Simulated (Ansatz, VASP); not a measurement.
**Two plane-wave programs on HgTe**

```
Hg Te
1.0
     0.00000    3.23909    3.23909
     3.23909    0.00000    3.23909
     3.23909    3.23909    0.00000
Hg Te
1 1
Cartesian
  0.0000 0.0000 0.0000
  4.8586 4.8586 4.8586
```

Alike in both runs: task single point; functional LDA; k mesh 12 × 12 × 12; occupations fermi-dirac, width 0.15 eV; no spin polarisation.

```csv
,VASP,Ansatz
version,VASP 6.6.1,Ansatz 0.2.0
potentials or method,"VASP PAW LDA potentials, release 64 (Hg, Te), cutoff 500 eV","scalar-relativistic, plane waves, PAW"
valence electrons in the cell,18,36
```

|  | VASP | Ansatz | Ansatz less VASP |
| --- | --- | --- | --- |
| gap on the k mesh at the Fermi level (eV) | none | none | - |
| pressure (GPa) | -0.6 | -0.9 | -0.25 |

LDA's correlation is that of Perdew and Zunger in VASP and of Perdew and Wang (1992) in Ansatz. A gap of «none» marks a metal or a gap that the smearing closes. VASP's potentials hold 18 valence electrons a cell and Ansatz's 36, so a difference there can come from the potentials and not from the codes.

Neither program's run includes spin-orbit coupling.
